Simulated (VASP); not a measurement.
Here is a VASP 6.6.1 calculation.

INCAR

```
SYSTEM = Ta
PREC = Accurate
ENCUT = 520
EDIFF = 1E-6
ISMEAR = 0
SIGMA = 0.15
LREAL = .FALSE.
LASPH = .TRUE.
NELM = 80
ALGO = Fast
ISIF = 2
LWAVE = .FALSE.
LCHARG = .FALSE.
GGA = PS
NBANDS = 12
```

File KPOINTS:

```
regular mesh
0
G
  20 20 20
  0 0 0
```

POSCAR

```
Ta
1.0
   -1.5191776000      1.5191776000      1.7833824000
    1.5191776000     -1.5191776000      1.7833824000
    1.5191776000      1.5191776000     -1.7833824000
Ta
1
Direct
    0.0000000000      0.0000000000      0.0000000000
```

Potentials or basis: VASP PAW PBE potentials, release 64 (Ta_pv).

Launch:

```sh
$ cat potpaw_PBE.64/Ta_pv/POTCAR > POTCAR
$ mpirun -np 1 vasp_std > vasp.out
```

Question: Predict the pressure.

Answer: 19.5 GPa.

Question: Predict the band gap on the k mesh.

Answer: Zero (an odd number of electrons rules out a gap without spin polarisation).

Stress tensor (GPa, compression positive):
```
26.16  0.00  0.00
 0.00 26.16  0.00
 0.00  0.00  6.31
```

Caveat: the cell differs from its parent crystal (strain -0.080 along x and y, +0.080 along z); the stress differs along the axes, from 6 to 26 GPa; the PAW data sets were made with another functional, which shifts forces and pressure a little; spin-orbit coupling is left out, which moves the levels of the heavy elements.
